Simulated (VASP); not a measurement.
**Zn: relaxation of cell and atoms with PBEsol**

Crystal: Zn.

```
Zn
1.0
     2.67000    0.00000    0.00000
    -1.33500    2.31229    0.00000
     0.00000    0.00000    4.96600
Zn
2
Cartesian
  1.3350 0.7708 3.7245
  0.0000 1.5415 1.2415
```

```
Program                : VASP 6.6.1
Task                   : relaxation of cell and atoms
Functional             : PBEsol
Potentials or basis    : VASP PAW PBE potentials, release 64 (Zn)
Cutoff                 : 600 eV
k mesh                 : 11 × 11 × 6
Occupations            : fermi-dirac, width 0.05 eV
Spin                   : no spin polarisation
Target pressure        : 20 GPa
Dipole correction      : no
Further INCAR settings : ALGO = Normal; EDIFF = 1e-07; IBRION = 2; EDIFFG = -0.01; NSW = 60; ISIF = 3
```

The relaxed volume is 12.09 Å³/atom. The relaxed cell is a = 2.562 Å, b = 2.562 Å, c = 4.253 Å, α = 90.00°, β = 90.00°, γ = 120.00°. The space group after relaxing (to 0.05 Å) is P6_3/mmc (No. 194), the energy change on relaxing (the enthalpy is what falls) is +70.9 meV/atom and the ionic steps are 13. The pressure after relaxing is 20.1 GPa and the band gap on the k mesh is zero (band 12 reaches 6.33 eV, above the bottom of band 13 at 3.53 eV).

Step by step:
```
step  energy change (eV)  largest force (eV/Å)  pressure (GPa)  volume (Å³)
   1              0.0000                0.0000           -5.36        30.66
   2              0.9912                0.0000           59.56        21.10
   3              0.1618                0.0000           19.19        24.73
   4              0.1753                0.0000           19.97        24.62
   5              0.1618                0.0000           20.22        24.36
   6              0.2077                0.0000           23.86        23.72
   7              0.1677                0.0000           21.19        24.00
   8              0.1774                0.0000           21.93        23.91
   9              0.1795                0.0000           22.13        23.89
  10              0.0996                0.0000           17.36        24.54
  11              0.1420                0.0000           19.98        24.17
  12              0.1413                0.0000           19.95        24.18
  13              0.1417                0.0000           20.09        24.18
```

Final structure:
```
CELL_PARAMETERS angstrom
2.56202 0.00000 0.00000
-1.28101 2.21877 0.00000
0.00000 0.00000 4.25307
ATOMIC_POSITIONS crystal
Zn 0.66667 0.33333 0.75000
Zn 0.33333 0.66667 0.25000
```

Levels at points of the mesh, in eV from the Fermi level:
```csv
k point,band 8,band 9,band 10,band 11,band 12,band 13,band 14,band 15,band 16
"(0.00, 0.00, 0.00)",-8.38,-8.38,-7.87,-7.87,-4.58,-1.66,17.62,17.62,18.89
"(0.00, 0.00, 0.50)",-8.77,-8.03,-8.03,-8.03,-8.03,7.66,7.66,19.66,19.66
```

Wall time 120 s on 1 thread of Intel(R) Xeon(R) 6975P-C (Granite Rapids), on a shared host, peak memory 0.18 GiB.

Caveat: the cell is relaxed towards a set pressure, so the enthalpy falls and the energy may rise; the volume moved by over 15 % at a fixed basis, so the end points are rough; the PAW data sets were made with another functional, which shifts forces and pressure a little.
